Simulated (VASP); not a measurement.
Here is a VASP 6.6.1 calculation.

Contents of POSCAR:

```
SnTe
1.0
    0.0000000000      3.5839840077      3.5839840077
    3.5839840077      0.0000000000      3.5839840077
    3.5839840077      3.5839840077      0.0000000000
Sn Te
1 1
Direct
   -0.0028985899     -0.0099466125     -0.0021276602
    0.2526965796      0.2592535285      0.2519795005
```

The input INCAR.step1:

```
SYSTEM = SnTe
  PREC = Accurate
  ENCUT = 520
  ISMEAR = -1
  SIGMA = 0.052
  LREAL = .FALSE.
  LASPH = .TRUE.
  NELM = 80
  NBANDS = 17
  GGA = PE
  ALGO = Normal
  EDIFF = 1E-4
  LWAVE = .TRUE.
  LCHARG = .FALSE.
```

The input INCAR.step2:

```
SYSTEM = SnTe
  PREC = Accurate
  ENCUT = 520
  EDIFF = 1E-6
  ISMEAR = -1
  SIGMA = 0.052
  LREAL = .FALSE.
  LASPH = .TRUE.
  NELM = 80
  ALGO = Normal
  ISIF = 2
  LWAVE = .FALSE.
  LCHARG = .TRUE.
  METAGGA = R2SCAN
  LMIXTAU = .TRUE.
  LELF = .TRUE.
  LVHAR = .TRUE.
  NBANDS = 17
  ISTART = 1
```

File KPOINTS:

```
Automatic mesh
0
G
  4 4 4
  0 0 0
```

Potentials or basis: VASP PAW PBE potentials, release 64 (Sn_d, Te).

Run with:

```bash
$ cat potpaw_PBE.64/Sn_d/POTCAR potpaw_PBE.64/Te/POTCAR > POTCAR
$ cp INCAR.step1 INCAR
$ mpirun -np 1 vasp_std > vasp.out
$ cp INCAR.step2 INCAR
$ mpirun -np 1 vasp_std > vasp.out
```

(1) Predict the band gap on the k mesh.

(2) Estimate the largest force.

(3) What does it give for the pressure?

Answers

(1) 0.09 eV, indirect (least direct gap 0.88 eV).

(2) 0.312 eV/Å.

(3) -0.2 GPa.

Caveat: the PAW data sets were made with another functional, which shifts forces and pressure a little; spin-orbit coupling is left out, which moves the levels of the heavy elements.
